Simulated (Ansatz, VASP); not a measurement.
**Ni: VASP beside Ansatz**

Contents of INCAR:

```
PREC = Accurate ; ENCUT = 520
EDIFF = 1E-6 ; ISMEAR = -1
SIGMA = 0.05 ; LREAL = False
LASPH = True ; NELM = 150
ALGO = Normal ; ISIF = 2
LWAVE = False ; LCHARG = False
ISPIN = 2 ; MAGMOM = 0.849 0.849
LORBIT = 11 ; LMAXMIX = 4
GGA = RE ; NBANDS = 21
```

File KPOINTS:

```
regular mesh
0
Gamma
  12 12 12
```

Contents of POSCAR:

```
Ni
1.0
    0.0000000000      2.5729102913      2.5729102913
    2.5729102913      0.0000000000      2.5729102913
    2.5729102913      2.5729102913      0.0000000000
Ni
2
Direct
    0.1250000000      0.1250000000      0.1250000000
    0.8750000000      0.8750000000      0.8750000000
```

Input for Ansatz:

```yaml
crystal:
  lattice:
    - [0.0, 2.5729102913, 2.5729102913]
    - [2.5729102913, 0.0, 2.5729102913]
    - [2.5729102913, 2.5729102913, 0.0]
  atoms:
    - { symbol: Ni, position: [0.125, 0.125, 0.125], spin: 0.849 }
    - { symbol: Ni, position: [0.875, 0.875, 0.875], spin: 0.849 }
hamiltonian:
  xc: revpbe
  pseudopotentials:
    kind: paw
    azcp:
      Ni: "pseudopotentials/Ni.paw.azcp"
basis:
  ecutwfc: 420
  fft_grid_basis: typed
kpoints:
  mp_grid: { grid: [12, 12, 12], shift: [0, 0, 0] }
magnetization:
  spin_polarized: true
scf:
  occupations: { method: fermi_dirac, width: 0.05 }
  lower_state_search: "off"
output:
  stress: true
```

Alike in both runs: task single point; functional revPBE; k mesh 12 × 12 × 12; occupations fermi-dirac, width 0.05 eV; collinear spin.

|  | VASP | Ansatz |
| --- | --- | --- |
| version | VASP 6.6.1 | Ansatz 0.2.0 |
| potentials or method | VASP PAW PBE potentials, release 64 (Ni), cutoff 520 eV | plane waves (420 eV) with PAW, scalar-relativistic |
| valence electrons in the cell | 20 | 36 |

Ansatz gave:

| Quantity | Value |
| --- | --- |
| pressure (GPa) | 0.0 |
| net moment per atom (μB) | 0.80 |
| size of the moment on the site where the two differ most (μB) | 0.85 |

Task: Which values does VASP return?

Result: Pressure (GPa): 0.1; net moment per atom (μB): 0.79; size of the moment on the site where the two differ most (μB): 0.80.

VASP's potentials were made for PBE, not for revPBE. Site moments also hang on the region over which each program counts them. With one functional, cell and mesh, what is left measures potentials, basis and numerics. VASP's potentials hold 20 valence electrons a cell and Ansatz's 36, so a difference there can come from the potentials and not from the codes.
